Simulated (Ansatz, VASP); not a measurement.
## One calculation of Bi, two programs

Contents of INCAR:

```
ALGO = Normal ; EDIFF = 1E-6
ENCUT = 520 ; GGA = RE
ISIF = 2 ; ISMEAR = -1
LASPH = T ; LCHARG = F
LREAL = F ; LWAVE = F
NBANDS = 22 ; NELM = 80
PREC = Accurate ; SIGMA = 0.1
```

File KPOINTS:

```
k-points
0
Gamma
  12 12 6
```

The input POSCAR:

```
Bi
1.0
    3.6571297454      0.0000000000      0.0000000000
   -1.8285648727      3.1671672644      0.0000000000
    0.0000000000      0.0000000000      6.0174097817
Bi
2
Direct
    0.3333333333      0.6666666667      0.2500000000
    0.6666666667      0.3333333333      0.7500000000
```

Input for Ansatz:

```yaml
crystal:
  lattice:
    - [3.6571297454, 0.0, 0.0]
    - [-1.8285648727, 3.1671672644, 0.0]
    - [0.0, 0.0, 6.0174097817]
  atoms:
    - { symbol: Bi, position: [0.3333333333, 0.6666666667, 0.25] }
    - { symbol: Bi, position: [0.6666666667, 0.3333333333, 0.75] }
hamiltonian:
  xc: revpbe
  pseudopotentials:
    kind: paw
    azcp:
      Bi: "pseudopotentials/Bi.paw.azcp"
basis:
  ecutwfc: 420
  fft_grid_basis: typed
kpoints:
  mp_grid: { grid: [12, 12, 6], shift: [0, 0, 0] }
magnetization:
  spin_polarized: false
scf:
  occupations: { method: fermi_dirac, width: 0.1 }
  lower_state_search: "off"
output:
  stress: true
```

Alike in both runs: task single point; functional revPBE; k mesh 12 × 12 × 6; occupations fermi-dirac, width 0.1 eV; no spin polarisation.

```csv
,VASP,Ansatz
version,VASP 6.6.1,Ansatz 0.2.0
potentials or method,"VASP PAW PBE potentials, release 64 (Bi_d), cutoff 520 eV","plane waves (420 eV) with PAW, scalar-relativistic"
valence electrons in the cell,30,30
```

```csv
,VASP,Ansatz,Ansatz less VASP
pressure (GPa),-3.3,-3.3,+0.05
"traceless stress, the component that is largest in VASP (GPa)",0.55,0.55,-0.001
```

VASP's potentials were made for PBE, not for revPBE.

Spin-orbit coupling is off throughout.
